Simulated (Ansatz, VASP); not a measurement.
**One calculation of InGa2N3, two programs**

INCAR

```
SYSTEM = InGa2N3
PREC = Accurate
ENCUT = 520
EDIFF = 1E-6
ISMEAR = 0
SIGMA = 0.1
LREAL = .FALSE.
LASPH = .TRUE.
NELM = 60
ALGO = Normal
ISIF = 2
LWAVE = .FALSE.
LCHARG = .FALSE.
GGA = PE
NBANDS = 66
```

File KPOINTS:

```
Automatic mesh
0
G
  4 4 4
  0 0 0
```

Contents of POSCAR:

```
InGa2N3
1.0
   -3.3214438000      3.3214438000      0.0000000000
    3.3214438000      3.3214438000      0.0000000000
    1.6607219000     -1.6607219000     -7.1202865000
In Ga N
2 4 6
Direct
    0.0000000000      0.0000000000      0.0000000000
    0.5000000000      0.5000000000      0.0000000000
    0.3271680000      1.0000000000      0.6543360000
    0.8271680000      0.5000000000      0.6543360000
    0.6728320000      1.0000000000      0.3456640000
    0.1728320000      0.5000000000      0.3456640000
    0.5000000000      0.2500000000      0.5000000000
    1.0000000000      0.7500000000      0.5000000000
    0.8465350000      0.2500000000      0.1930700000
    0.3465350000      0.7500000000      0.1930700000
    0.1534650000      0.2500000000      0.8069300000
    0.6534650000      0.7500000000      0.8069300000
```

Input for Ansatz:

```yaml
crystal:
  lattice:
    - [-3.3214438, 3.3214438, 0.0]
    - [3.3214438, 3.3214438, 0.0]
    - [1.6607219, -1.6607219, -7.1202865]
  atoms:
    - { symbol: In, position: [0.0, 0.0, 0.0] }
    - { symbol: In, position: [0.5, 0.5, 0.0] }
    - { symbol: Ga, position: [0.327168, 1.0, 0.654336] }
    - { symbol: Ga, position: [0.827168, 0.5, 0.654336] }
    - { symbol: Ga, position: [0.672832, 1.0, 0.345664] }
    - { symbol: Ga, position: [0.172832, 0.5, 0.345664] }
    - { symbol: "N", position: [0.5, 0.25, 0.5] }
    - { symbol: "N", position: [1.0, 0.75, 0.5] }
    - { symbol: "N", position: [0.846535, 0.25, 0.19307] }
    - { symbol: "N", position: [0.346535, 0.75, 0.19307] }
    - { symbol: "N", position: [0.153465, 0.25, 0.80693] }
    - { symbol: "N", position: [0.653465, 0.75, 0.80693] }
basis:
  ecutwfc: 420
kpoints:
  mp_grid: { grid: [4, 4, 4] }
hamiltonian:
  xc: pbe
scf:
  occupations: { method: gaussian, width: 0.1 }
  lower_state_search: "off"
output:
  forces: true
  stress: true
  eigenvalues: true
```

Alike in both runs: task single point; functional PBE; k mesh 4 × 4 × 4; occupations gaussian, width 0.1 eV; no spin polarisation.

```csv
,VASP,Ansatz
version,VASP 6.6.1,Ansatz 0.2.0
potentials or method,"VASP PAW PBE potentials, release 64 (In_d, Ga_d, N), cutoff 520 eV","scalar-relativistic, plane waves, PAW"
valence electrons in the cell,108,108
```

Ansatz gave:

| Quantity | Value |
| --- | --- |
| gap on the k mesh at the Fermi level (eV) | 0.54 |
| least direct gap on the mesh (eV) | 0.54 |
| pressure (GPa) | 0.0 |

Problem. Which values does VASP return?

Solution. gap on the k mesh at the Fermi level (eV): 0.54; least direct gap on the mesh (eV): 0.54; pressure (GPa): 0.1.
